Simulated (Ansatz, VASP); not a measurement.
**CsGeF3 in VASP and in Ansatz**

```
Cs Ge F
1.0
     4.40659    0.00000    0.00000
     0.00000    4.49652    0.00000
     0.00000    0.00000    4.49652
Cs Ge F
1 1 3
Cartesian
  0.0000 0.0000 0.0000
  2.2033 2.2483 2.2483
  2.2033 2.2483 0.0000
  2.2033 0.0000 2.2483
  0.0000 2.2483 2.2483
```

Change from the starting cell: uniaxial_x strain -2.0%.

Alike in both runs: task single point; functional r2SCAN; k mesh 6 × 6 × 6; no spin polarisation.

```csv
,VASP,Ansatz
version,VASP 6.6.1,Ansatz 0.2.0
potentials or method,"VASP PAW PBE potentials, release 64 (Cs_sv, Ge_d, F)","plane waves, PAW"
plane-wave cutoff (eV),520,500
occupations,"gaussian, width 0.01 eV",fixed
valence electrons in the cell,44,44
```

```tsv
	VASP	Ansatz	Ansatz less VASP
gap on the k mesh at the Fermi level (eV)	1.94	1.95	+0.008
pressure (GPa)	1.2	1.3	+0.11
traceless stress, the component that is largest in VASP (GPa)	0.88	0.85	-0.024
```

VASP's potentials were made for PBE, not for r2SCAN.

Spin-orbit coupling is off throughout.
